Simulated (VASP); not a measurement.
# Si16B (a cell with a defect) in VASP: single point with PBEsol

Aim: the single point of Si16B (a cell with a defect) with PBEsol.

All numbers are computed with VASP 6.6.1; they aren't measurements. Logs are shortened: lines on timing, memory, paths and dates and some standing lists are left out, and cuts for length are marked.

### 1 The cell of the first run

The cell holds a defect, 17 atoms: a = 7.679 Å, b = 7.679 Å, c = 7.679 Å, α = 60.00°, β = 60.00°, γ = 60.00°.

### 2 Single point, PBEsol, collinear spin, zero start

Contents of INCAR:

```
SYSTEM = Si16B
PREC = Accurate ; ENCUT = 520
EDIFF = 1E-6 ; ISMEAR = -1
SIGMA = 0.05 ; LREAL = Auto
LASPH = .True. ; NELM = 150
ALGO = Normal ; ISIF = 2
LWAVE = .False. ; LCHARG = .False.
ISPIN = 2 ; MAGMOM = 0 0 0 0 0 0 0 0 0 0 0 0 0 0 0 0 0
LORBIT = 11 ; GGA = PS
NBANDS = 52
```

Contents of KPOINTS:

```
regular mesh
0
Gamma
  2 2 2
  0 0 0
```

Contents of POSCAR:

```
Si16B
1.0
    0.0000000000      5.4300000000      5.4300000000
    5.4300000000      0.0000000000      5.4300000000
    5.4300000000      5.4300000000      0.0000000000
Si B
16 1
Direct
   -0.0050104052      0.0128862799     -0.0054433702
    0.1248783610      0.1252693370      0.1244461326
    0.0022295580     -0.0000358195      0.4978266114
    0.1279732965      0.1219786372      0.6231093923
   -0.0050523941      0.4974490792     -0.0054562615
    0.1146692449      0.6355510129      0.1143732965
    0.0107209024      0.4956279006      0.4978021179
    0.1278482505      0.6269928177      0.6230495396
    0.4982582873     -0.0000131676      0.0017803867
    0.6235347145      0.1220286372      0.1275100368
    0.5018643646      0.0007113260      0.5014105893
    0.6282822284      0.1219142726      0.6278312155
    0.4981006446      0.4956857274      0.0103446593
    0.6234458564      0.6270092081      0.1274255985
    0.5019551565      0.4960000921      0.5015385820
    0.6205341621      0.6299205341      0.6201019337
    0.8182020258      0.4349567219      0.8179539595
```

Potentials or basis: VASP PAW PBE potentials, release 64 (Si, B).

On the command line:

```
cat potpaw_PBE.64/Si/POTCAR potpaw_PBE.64/B/POTCAR > POTCAR
mpirun -np 1 vasp_std > vasp.out
```

OUTCAR:

```text
SYSTEM = Si16B
   PREC = Accurate
   ENCUT = 520
   EDIFF = 1E-6
   ISMEAR = -1
   LREAL = Auto
   LASPH = .True.
   NELM = 150
   ISIF = 2
   ISPIN = 2
   LORBIT = 11
   GGA = PS

 ion  position               nearest neighbor table
   1  0.995  0.013  0.995-   4 2.33  10 2.33   2 2.33   6 2.37
   2  0.125  0.125  0.124-   1 2.33   5 2.33   9 2.34   3 2.34
   3  0.002  1.000  0.498-   8 2.34   4 2.34   2 2.34  12 2.34
   4  0.128  0.122  0.623-   1 2.33   3 2.34   7 2.34  11 2.34
   5  0.995  0.497  0.995-   8 2.33  14 2.33   2 2.33   6 2.37  17 2.66
   6  0.115  0.636  0.114-   1 2.37   5 2.37  13 2.41   7 2.41
   7  0.011  0.496  0.498-  17 2.09   4 2.34   8 2.34   6 2.41  16 2.45
   8  0.128  0.627  0.623-   5 2.33   3 2.34   7 2.34  15 2.35
   9  0.498  1.000  0.002-  14 2.34  10 2.34   2 2.34  12 2.34
  10  0.624  0.122  0.128-   1 2.33   9 2.34  13 2.34  11 2.34
  11  0.502  0.001  0.501-  16 2.33   4 2.34  10 2.34  12 2.35
  12  0.628  0.122  0.628-   3 2.34   9 2.34  11 2.35  15 2.35
  13  0.498  0.496  0.010-  17 2.09  10 2.34  14 2.34   6 2.41  16 2.45
  14  0.623  0.627  0.127-   5 2.33   9 2.34  13 2.34  15 2.35
  15  0.502  0.496  0.502-  16 2.33  12 2.35   8 2.35  14 2.35
  16  0.621  0.630  0.620-  17 2.15  11 2.33  15 2.33   7 2.45  13 2.45
  17  0.818  0.435  0.818-  13 2.09   7 2.09  16 2.15   5 2.66

  LATTYP: Found a face centered cubic cell.
 ALAT       =    10.8600000000

  Lattice vectors:

 A1 = (   0.0000000000,   5.4300000000,   5.4300000000)
 A2 = (   5.4300000000,   0.0000000000,   5.4300000000)
 A3 = (   5.4300000000,   5.4300000000,   0.0000000000)

Analysis of symmetry for initial positions (statically):
=====================================================================
 Subroutine PRICEL returns:
 Original cell was already a primitive cell.

 Routine SETGRP: Setting up the symmetry group for a
 face centered cubic supercell.

 Subroutine GETGRP returns: Found  1 space group operations
 (whereof  1 operations were pure point group operations)
 out of a pool of 48 trial point group operations.

The static configuration has the point symmetry C_1 .

Analysis of symmetry for dynamics (positions and initial velocities):
=====================================================================
 Subroutine PRICEL returns:
 Original cell was already a primitive cell.

 Routine SETGRP: Setting up the symmetry group for a
 face centered cubic supercell.

 Subroutine GETGRP returns: Found  1 space group operations
 (whereof  1 operations were pure point group operations)
 out of a pool of 48 trial point group operations.

The dynamic configuration has the point symmetry C_1 .

Analysis of structural, dynamic, and magnetic symmetry:
=====================================================================
 Subroutine PRICEL returns:
 Original cell was already a primitive cell.

 Routine SETGRP: Setting up the symmetry group for a
 face centered cubic supercell.

 Subroutine GETGRP returns: Found  1 space group operations
 (whereof  1 operations were pure point group operations)
 out of a pool of 48 trial point group operations.

The overall configuration has the point symmetry C_1 .

 Subroutine INISYM returns: Found  1 space group operations
 (whereof  1 operations are pure point group operations),
 and found     1 'primitive' translations

----------------------------------------------------------------------------------------

                                     Primitive cell

  volume of cell :     320.2060

  direct lattice vectors                    reciprocal lattice vectors
     0.000000000  5.430000000  5.430000000    -0.092081031  0.092081031  0.092081031
     5.430000000  0.000000000  5.430000000     0.092081031 -0.092081031  0.092081031
     5.430000000  5.430000000  0.000000000     0.092081031  0.092081031 -0.092081031

  length of vectors
     7.679179644  7.679179644  7.679179644     0.159489025  0.159489025  0.159489025

  position of ions in fractional coordinates (direct lattice)
     0.994989595  0.012886280  0.994556630
     0.124878361  0.125269337  0.124446133
     0.002229558  0.999964181  0.497826611
     0.127973297  0.121978637  0.623109392
     0.994947606  0.497449079  0.994543738
     0.114669245  0.635551013  0.114373296
[... 9 lines left out ...]
     0.620534162  0.629920534  0.620101934
     0.818202026  0.434956722  0.817953960

  ion indices of the primitive-cell ions
[... 62 lines left out ...]
   NGXF,Y,Z  is equivalent  to a cutoff of  25.98, 25.98, 25.98 a.u.
 SYSTEM =  Si16B
   PREC   = accura    normal or accurate (medium, high low for compatibility)
   ISTART =      0    job   : 0-new  1-cont  2-samecut
   ICHARG =      2    charge: 1-file 2-atom 10-const
   ISPIN  =      2    spin polarized calculation?
   LNONCOLLINEAR =      F non collinear calculations
   LSORBIT =      F    spin-orbit coupling
   LASPH  =      T    aspherical Exc in radial PAW
   ENCUT  =  520.0 eV  38.22 Ry    6.18 a.u.  14.28 14.28 14.28*2*pi/ulx,y,z
   NELM   =    150;   NELMIN=  2; NELMDL= -5     # of ELM steps
   EDIFF  = 0.1E-05   stopping-criterion for ELM
   LREAL  =      T    real-space projection
   EDIFFG = 0.1E-04   stopping-criterion for IOM
   NSW    =      0    number of steps for IOM
   IBRION =     -1    ionic relax: 0-MD 1-quasi-New 2-CG
   NFREE  =      0    steps in history (QN), initial steepest desc. (CG)
   ISIF   =      2    stress and relaxation
   ISYM   =      2    0-nonsym 1-usesym 2-fastsym
   POTIM  = 0.5000    time-step for ionic-motion
   TEBEG  =    0.0;   TEEND  =   0.0 temperature during run
   PSTRESS=    0.0 pullay stress
   NELECT =      67.0000    total number of electrons
   NUPDOWN=      -1.0000    fix difference up-down
   EMIN   =  10.00;   EMAX   =-10.00  energy-range for DOS
   EFERMI =   0.00;   METHOD = LEGACY
   ISMEAR =    -1;   SIGMA  =   0.05  broadening in eV -4-tet -1-fermi 0-gaus
   EFERMI_NEDOS =   21; number of points for ismear=-14 and -15
   IALGO  =     38    algorithm
   IMIX   =      4    mixing-type and parameters
     AMIX     =   0.40;   BMIX     =  1.00
     AMIX_MAG =   1.60;   BMIX_MAG =  1.00
  volume/ion in A,a.u.               =      18.84       127.11
  Fermi-wavevector in a.u.,A,eV,Ry     =   0.971904  1.836632 12.852022  0.944597
  Thomas-Fermi vector in A             =   2.102159
   LORBIT       =     11    0 simple, 1 ext, 2 COOP (PROOUT), +10 PAW based schemes
   GGA     = PS    functional components
   LHFCALC =     F    Hartree Fock is set to
   AEXX    =    0.0000 exact exchange contribution
   IVDW    =     0    specifies the selected vdW correction
   LEPSILON=     F    determine dielectric tensor
   LRPA    =     F    only Hartree local field effects (RPA)
 spin polarized calculation
  energy-cutoff  :      520.00
  volume of cell :      320.21
 maximum number of plane-waves:      8646
 NGX is ok and might be reduce to    60
   NGX = 29   NGY = 29   NGZ = 29

 number of electron      67.0000000 magnetization       0.0000020

 number of electron      67.0000000 magnetization      -0.0000015

 Free energy of the ion-electron system (eV)
  ---------------------------------------------------
  ext. energy  EPLUGINS =         0.00000000
  ---------------------------------------------------
  free energy    TOTEN  =       -94.36736763 eV

  energy without entropy =      -94.33613503  energy(sigma->0) =      -94.35175133

 E-fermi :   6.3078     XC(G=0):  -9.7087

 val. band max:        6.1389068599   @ k =   0.0000   0.0000   0.5000
 cond. band min:       6.3203075600   @ k =   0.5000   0.5000   0.0000
 fundamental gap:      0.1814007002
 Fermi energy:         6.3078111024

 spin component 1

 k-point     1 :       0.0000    0.0000    0.0000
  band No.  band energies     occupation
      1      -6.3955      1.00000
      2      -4.3076      1.00000
      3      -3.9685      1.00000
      4      -3.7721      1.00000
      5      -3.7006      1.00000
      6      -2.5695      1.00000
[... 373 lines left out ...]
     44      10.0776      0.00000
     45      10.1490      0.00000
 Fermi energy:         6.3078111024

 spin component 2

 k-point     1 :       0.0000    0.0000    0.0000
  band No.  band energies     occupation
      1      -6.3955      1.00000
      2      -4.3076      1.00000
      3      -3.9685      1.00000
      4      -3.7721      1.00000
      5      -3.7006      1.00000
      6      -2.5695      1.00000
[... 373 lines left out ...]
     44      10.0776      0.00000
     45      10.1490      0.00000
 [bands above 45 left out]

------------------------ aborting loop because EDIFF is reached ----------------------------------------

  FORCE on cell =-STRESS in cart. coord.  units (eV):
  Direction    XX          YY          ZZ          XY          YZ          ZX
  --------------------------------------------------------------------------------------
  -------------------------------------------------------------------------------------
  Total        2.1461858      4.5105761      2.1465378     -0.0405468     -0.0357006      1.5358473
  in kB       10.7386185     22.5690413     10.7403800     -0.2028792     -0.1786308      7.6847390
  external PRESSURE =      14.6826799 kB  Pullay stress =       0.0000000 kB

 VOLUME and BASIS-vectors are now :
 -----------------------------------------------------------------------------
  energy-cutoff  :      520.00
  volume of cell :      320.21
      direct lattice vectors                 reciprocal lattice vectors
     0.000000000  5.430000000  5.430000000    -0.092081031  0.092081031  0.092081031
     5.430000000  0.000000000  5.430000000     0.092081031 -0.092081031  0.092081031
     5.430000000  5.430000000  0.000000000     0.092081031  0.092081031 -0.092081031

 POSITION                                       TOTAL-FORCE (eV/Angst)
 -----------------------------------------------------------------------------------
      5.47041     10.80324      5.47277        -0.000909      0.012194     -0.001802
      1.35595      1.35383      1.35830         0.001482     -0.019387     -0.000451
      8.13300      2.71530      5.44191        -0.003533      0.012645      0.002792
      4.04583      4.07838      1.35724        -0.000253     -0.008669      0.004110
      8.10152     10.80294      8.10371         0.000776      0.012126     -0.000072
      4.07209      1.24370      4.07370        -0.000992      0.017853     -0.000314
[... 9 lines left out ...]
      6.78762      6.73665      6.78997         0.000985      0.001382      0.000761
      6.80331      8.88433      6.80465        -0.004908      0.027815     -0.002312
 -----------------------------------------------------------------------------------
    total drift:                                0.001459      0.006010     -0.000499

  FREE ENERGIE OF THE ION-ELECTRON SYSTEM (eV)
  ---------------------------------------------------
  free  energy   TOTEN  =       -94.3673676342 eV

  energy  without entropy=      -94.3361350281  energy(sigma->0) =      -94.35175133

 total charge

# of ion       s       p       d       tot
------------------------------------------
    1        0.744   0.943   0.000   1.688
    2        0.742   0.957   0.000   1.699
    3        0.740   0.959   0.000   1.698
    4        0.752   0.935   0.000   1.687
    5        0.744   0.942   0.000   1.686
    6        0.778   0.902   0.000   1.680
[... 9 lines left out ...]
   16        0.755   0.921   0.000   1.675
   17        0.792   0.870   0.000   1.662
--------------------------------------------------
tot         12.772  15.906   0.000  28.677

 magnetization (x)

# of ion       s       p       d       tot
------------------------------------------
    1       -0.000  -0.000   0.000  -0.000
    2        0.000  -0.000   0.000  -0.000
    3       -0.000  -0.000   0.000  -0.000
    4        0.000  -0.000   0.000  -0.000
    5        0.000  -0.000   0.000  -0.000
    6        0.000   0.000   0.000   0.000
[... 9 lines left out ...]
   16        0.000   0.000   0.000   0.000
   17       -0.000   0.000   0.000  -0.000
--------------------------------------------------
tot         -0.000  -0.000   0.000  -0.000
```

It took 18 min on 1 thread of Intel Xeon 8259CL, shared host; peak memory 0.7 GiB.

Results:

- Free energy: -94.3674 eV
- Pressure: 1.5 GPa
- Largest force: 0.028 eV/Å
- Net moment: 0.00 μB per cell
- Valence electrons inside the program's atomic spheres: Si 1.69, 1.70, 1.68 (each value once); B 1.66

Forces in eV/Å, atoms in the order of the input:
```
Si  -0.001  0.012 -0.002
Si   0.001 -0.019  0.000
Si  -0.004  0.013  0.003
Si   0.000 -0.009  0.004
Si   0.001  0.012  0.000
Si  -0.001  0.018  0.000
Si   0.004 -0.026 -0.003
Si  -0.004 -0.008  0.001
Si   0.003  0.013 -0.004
Si   0.003 -0.009  0.000
Si   0.011 -0.006  0.012
Si   0.001  0.019  0.001
Si  -0.001 -0.026  0.002
Si   0.000 -0.008 -0.003
Si  -0.010 -0.005 -0.009
Si   0.001  0.001  0.001
B   -0.005  0.028 -0.002
```

Levels at points of the mesh, in eV from the Fermi level:
Spin up:
| k point | band 30 | band 31 | band 32 | band 33 | band 34 | band 35 | band 36 | band 37 |
| --- | --- | --- | --- | --- | --- | --- | --- | --- |
| (0.00, 0.00, 0.00) | -1.50 | -0.76 | -0.50 | -0.47 | -0.23 | 0.11 | 0.14 | 0.23 |
| (0.50, 0.00, 0.00) | -1.25 | -1.15 | -1.11 | -0.97 | -0.17 | 0.44 | 0.99 | 1.07 |
| (0.00, 0.50, 0.00) | -1.27 | -1.20 | -1.13 | -1.11 | 0.21 | 0.57 | 1.00 | 1.07 |
| (0.00, 0.00, 0.50) | -1.25 | -1.15 | -1.11 | -0.97 | -0.17 | 0.44 | 0.99 | 1.07 |
| (0.50, 0.50, 0.50) | -1.25 | -1.19 | -1.13 | -1.11 | 0.20 | 0.54 | 1.01 | 1.06 |
| (0.50, 0.50, 0.00) | -1.80 | -1.68 | -1.66 | -0.56 | 0.01 | 0.73 | 1.27 | 1.40 |
| (0.00, 0.50, 0.50) | -1.80 | -1.68 | -1.66 | -0.56 | 0.01 | 0.73 | 1.27 | 1.40 |
| (0.50, 0.00, 0.50) | -1.83 | -1.70 | -1.69 | -0.53 | 0.36 | 0.93 | 1.19 | 1.28 |
Spin down:
```tsv
k point	band 29	band 30	band 31	band 32	band 33	band 34	band 35	band 36	band 37	band 38
(0.00, 0.00, 0.00)	-1.51	-1.50	-0.76	-0.50	-0.47	-0.23	0.11	0.14	0.23	0.37
(0.50, 0.00, 0.00)	-1.37	-1.25	-1.15	-1.11	-0.97	-0.17	0.44	0.99	1.07	1.16
(0.00, 0.50, 0.00)	-1.41	-1.27	-1.20	-1.13	-1.11	0.21	0.57	1.00	1.07	1.09
(0.00, 0.00, 0.50)	-1.37	-1.25	-1.15	-1.11	-0.97	-0.17	0.44	0.99	1.07	1.15
(0.50, 0.50, 0.50)	-1.42	-1.25	-1.19	-1.13	-1.11	0.20	0.54	1.01	1.06	1.09
(0.50, 0.50, 0.00)	-1.96	-1.80	-1.68	-1.66	-0.56	0.01	0.73	1.27	1.40	1.68
(0.00, 0.50, 0.50)	-1.96	-1.80	-1.68	-1.66	-0.56	0.01	0.73	1.27	1.40	1.67
(0.50, 0.00, 0.50)	-1.86	-1.83	-1.70	-1.69	-0.53	0.36	0.93	1.19	1.28	1.34
```

Caveat: the k points lie up to 0.50 Å⁻¹ apart; no moment was typed at the start, so none could form; the PAW data sets were made with another functional, which shifts forces and pressure a little.
